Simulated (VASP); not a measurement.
# V (P6_3/mmc) in VASP: vibrations by perturbation theory with LDA

Aim: the vibrations by perturbation theory of V with LDA.

All numbers are computed with VASP 6.6.1; they aren't measurements. Logs are shortened: lines on timing, memory, paths and dates and some standing lists are left out, and cuts for length are marked.

## (1) The cell of the first run

It takes space group P6_3/mmc (No. 194, hexagonal). The conventional cell has a = 2.543 Å, b = 2.543 Å, c = 4.621 Å, α = 90.00°, β = 90.00°, γ = 120.00°. V (site symmetry -6m2) has 12 V at 2.54 to 2.74 Å within 3.4 Å.

This isn't the form of V at room conditions, which is bcc.

## (2) Vibrations by perturbation theory, LDA

INCAR reads:

```
ALGO = Normal
EDIFF = 1E-8
ENCUT = 500
GGA_COMPAT = False
IBRION = 8
ISIF = 2
ISMEAR = -1
LASPH = True
LCHARG = False
LREAL = False
LWAVE = False
NELM = 120
NSW = 1
PREC = Accurate
SIGMA = 0.15
```

KPOINTS reads:

```
k-points
0
Gamma
  15 15 8
```

POSCAR reads:

```
V
1.0
    2.5431190214      0.0000000000      0.0000000000
   -1.2715595107      2.2024056774      0.0000000000
    0.0000000000      0.0000000000      4.6206406850
V
2
Direct
    0.3333333333      0.6666666667      0.2500000000
    0.6666666667      0.3333333333      0.7500000000
```

Potentials or basis: VASP PAW LDA potentials, release 64 (V_sv).

The run is started by

```
$ cat potpaw_LDA.64/V_sv/POTCAR > POTCAR
$ mpirun -np 1 vasp_std > vasp.out
```

OUTCAR:

```text
EDIFF = 1E-8
   ENCUT = 500
   IBRION = 8
   ISIF = 2
   ISMEAR = -1
   LASPH = True
   LREAL = False
   NELM = 120
   NSW = 1
   PREC = Accurate

 ion  position               nearest neighbor table
   1  0.333  0.667  0.250-   2 2.74   2 2.74   2 2.74   2 2.74   2 2.74   2 2.74
   2  0.667  0.333  0.750-   1 2.74   1 2.74   1 2.74   1 2.74   1 2.74   1 2.74

  LATTYP: Found a hexagonal cell.
 ALAT       =     2.5431190214
 C/A-ratio  =     1.8169187703

  Lattice vectors:

 A1 = (   2.5431190214,   0.0000000000,   0.0000000000)
 A2 = (  -1.2715595107,   2.2024056774,   0.0000000000)
 A3 = (   0.0000000000,   0.0000000000,   4.6206406850)

Analysis of symmetry for initial positions (statically):
=====================================================================
 Subroutine PRICEL returns:
 Original cell was already a primitive cell.

 Routine SETGRP: Setting up the symmetry group for a
 hexagonal supercell.

 Subroutine GETGRP returns: Found 24 space group operations
 (whereof 12 operations were pure point group operations)
 out of a pool of 24 trial point group operations.

The static configuration has the point symmetry D_3d.
 The point group associated with its full space group is D_6h.

Analysis of symmetry for dynamics (positions and initial velocities):
=====================================================================
 Subroutine PRICEL returns:
 Original cell was already a primitive cell.

 Routine SETGRP: Setting up the symmetry group for a
 hexagonal supercell.

 Subroutine GETGRP returns: Found 24 space group operations
 (whereof 12 operations were pure point group operations)
 out of a pool of 24 trial point group operations.

The dynamic configuration has the point symmetry D_3d.
 The point group associated with its full space group is D_6h.

 Subroutine INISYM returns: Found 24 space group operations
 (whereof 12 operations are pure point group operations),
 and found     1 'primitive' translations

----------------------------------------------------------------------------------------
[... 643 lines left out ...]
 -----------------------------------------------------------------------------
  energy-cutoff  :      500.00
  volume of cell :       25.88
      direct lattice vectors                 reciprocal lattice vectors
     2.543119021  0.000000000  0.000000000     0.393217931  0.227024478  0.000000000
    -1.271559511  2.202405677  0.000000000     0.000000000  0.454048957  0.000000000
     0.000000000  0.000000000  4.620640685     0.000000000  0.000000000  0.216420204

 POSITION                                       TOTAL-FORCE (eV/Angst)
 -----------------------------------------------------------------------------------
     -0.00000      1.46827      1.15516         0.000000      0.000000      0.000000
      1.27156      0.73414      3.46548        -0.000000      0.000000      0.000000
 -----------------------------------------------------------------------------------
    total drift:                               -0.000000      0.000000     -0.000000

  FREE ENERGIE OF THE ION-ELECTRON SYSTEM (eV)
  ---------------------------------------------------
  free  energy   TOTEN  =       -19.4646861605 eV

  energy  without entropy=      -19.2309599647  energy(sigma->0) =      -19.34782306

[... ionic steps 2 to 3 ...]

--------------------------------------- Ionic step        4  -------------------------------------------

------------------------ aborting loop because EDIFF is reached ----------------------------------------

[... ionic steps 5 to 5 ...]

--------------------------------------- Ionic step        6  -------------------------------------------

 Free energy of the ion-electron system (eV)
  ---------------------------------------------------
  ---------------------------------------------------
  free energy    TOTEN  =        -1.08224345 eV

  energy without entropy =       -1.08224345

------------------------ aborting loop because EDIFF is reached ----------------------------------------

 INTERNAL STRAIN TENSOR  FOR ION    1  DIRECTION 3   (eV/Angst):
 -----------------------------------------------------------------------------
     0.01314 -0.00000  0.00000
     0.00000  0.01314 -0.00000
    -0.00000 -0.00000 -0.02137

 INTERNAL STRAIN TENSOR FOR ION    2 for displacements in x,y,z  (eV/Angst):
          X           Y           Z          XY          YZ          ZX
  --------------------------------------------------------------------------------
  x    -0.00000     0.00000     0.00000     4.31541     0.00000     0.00000
  y     4.31541    -4.31541     0.00000     0.00000     0.00000     0.00000
  z     0.00000     0.00000    -0.00000     0.00000     0.00000     0.00000

 SECOND DERIVATIVES (NOT SYMMETRIZED)
 ------------------------------------
               1X          1Y          1Z          2X          2Y          2Z
  1X     1.277603    0.000000    0.000000   -1.277603    0.000000    0.000000
  1Y     0.000000    1.277603    0.000000    0.000000   -1.277603    0.000000
  1Z    -0.000000    0.000000  -10.887181    0.000000    0.000000   10.887181
  2X    -1.277603    0.000000    0.000000    1.277603    0.000000    0.000000
  2Y     0.000000   -1.277603    0.000000    0.000000    1.277603    0.000000
  2Z     0.000000    0.000000   10.887181   -0.000000    0.000000  -10.887181

 Eigenvectors and eigenvalues of the dynamical matrix
 ----------------------------------------------------

   1 f  =   10.220913 THz    64.219893 2PiTHz  340.932974 cm-1    42.270282 meV
             X         Y         Z           dx          dy          dz
     -0.000000  1.468270  1.155160    -0.000000    0.000000   -0.707107
      1.271560  0.734135  3.465481     0.000000    0.000000    0.707107
[... 21 lines left out ...]
   6 f/i=    3.501305 THz    21.999349 2PiTHz  116.790967 cm-1    14.480228 meV
             X         Y         Z           dx          dy          dz
     -0.000000  1.468270  1.155160     0.000000   -0.707107    0.000000
      1.271560  0.734135  3.465481    -0.000000    0.707107    0.000000

--------------------------------------------------------------------------------------------------------

 ELASTIC MODULI CONTR FROM IONIC RELAXATION (kBar)
 Direction    XX          YY          ZZ          XY          YZ          ZX
 --------------------------------------------------------------------------------
 XX          -0.0000      0.0000     -0.0000      0.0000      0.0000      0.0000
 YY           0.0000      0.0000      0.0000      0.0000      0.0000      0.0000
 ZZ          -0.0000      0.0000     -0.0000      0.0000      0.0000      0.0000
 XY           0.0000      0.0000      0.0000     -0.0000     -0.0000      0.0000
 YZ           0.0000      0.0000      0.0000     -0.0000     -0.0000      0.0000
 ZX           0.0000      0.0000      0.0000      0.0000      0.0000      0.0000
 --------------------------------------------------------------------------------
```

OSZICAR:

```text
N       E                     dE             d eps       ncg     rms          rms(c)
DAV:   1     0.327986448681E+03    0.32799E+03   -0.16587E+04  4590   0.177E+03
DAV:   2    -0.111284110335E+02   -0.33911E+03   -0.33661E+03  4637   0.572E+02
DAV:   3    -0.218038887223E+02   -0.10675E+02   -0.10406E+02  6370   0.115E+02
[... 62 lines left out ...]
RMM:  19    -0.108224347940E+01   -0.75239E-08   -0.66627E-07 13200   0.873E-04    0.491E-06
RMM:  20    -0.108224345481E+01    0.24592E-07   -0.39891E-07 13617   0.859E-04    0.399E-06
RMM:  21    -0.108224345545E+01   -0.64250E-09   -0.35057E-07 12420   0.846E-04    0.474E-06
RMM:  22    -0.108224345464E+01    0.81287E-09   -0.20393E-07 11567   0.839E-04    0.494E-06
RMM:  23    -0.108224345011E+01    0.45302E-08   -0.13147E-07 11622   0.833E-04    0.522E-06
RMM:  24    -0.108224345046E+01   -0.34771E-09   -0.24801E-07 11453   0.830E-04    0.526E-06
 Linear response finished
```

It took 18 min on 1 thread of Intel Xeon 8259CL, shared host; peak memory 0.51 GiB.

What came out:

```
Highest phonon frequency at Γ : 341 cm⁻¹
Most unstable mode            : 117i cm⁻¹
```

Phonon frequencies in cm⁻¹ (negative: imaginary):
```
              q point          frequencies
(0.000, 0.000, 0.000)  -117 -117 0 0 0 341
```

Caveat: some modes are imaginary.
